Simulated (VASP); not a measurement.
## Cs: single point with BLYP

Crystal: Cs.

```xyz
2
Lattice="-5.0486 5.0193 2.6757 5.0193 -5.0486 2.6757 5.1063 5.1063 -2.7294" Properties=species:S:1:pos:R:3 pbc="T T T"
Cs   -5.0429    5.0136    2.6757
Cs    0.0158    5.0611    1.3110
```

* Program: VASP 6.6.1
* Task: single point
* Functional: BLYP
* Potentials or basis: VASP PAW PBE potentials, release 64 (Cs_sv)
* Cutoff: 520 eV
* k mesh: 7 × 7 × 5
* Occupations: fermi-dirac, width 0.1 eV
* Spin: no spin polarisation

| Item | Value |
| --- | --- |
| Pressure | 0.0 GPa |
| Band gap on the k mesh | zero (bands 9 and 10 overlap by 0.75 eV) |

Levels at points of the mesh, in eV from the Fermi level:
```tsv
k point	band 7	band 8	band 9	band 10	band 11	band 12
(0.00, 0.00, 0.00)	-10.88	-10.87	-1.48	0.62	0.91	1.40
```

Run time: 7.7 min on 1 thread of Intel(R) Xeon(R) Platinum 8259CL CPU @ 2.50GHz (Skylake/Cascade Lake), on a shared host, peak memory 0.78 GiB.

Caveat: the PAW data sets were made with another functional, which shifts forces and pressure a little; spin-orbit coupling is left out, which moves the levels of the heavy elements.
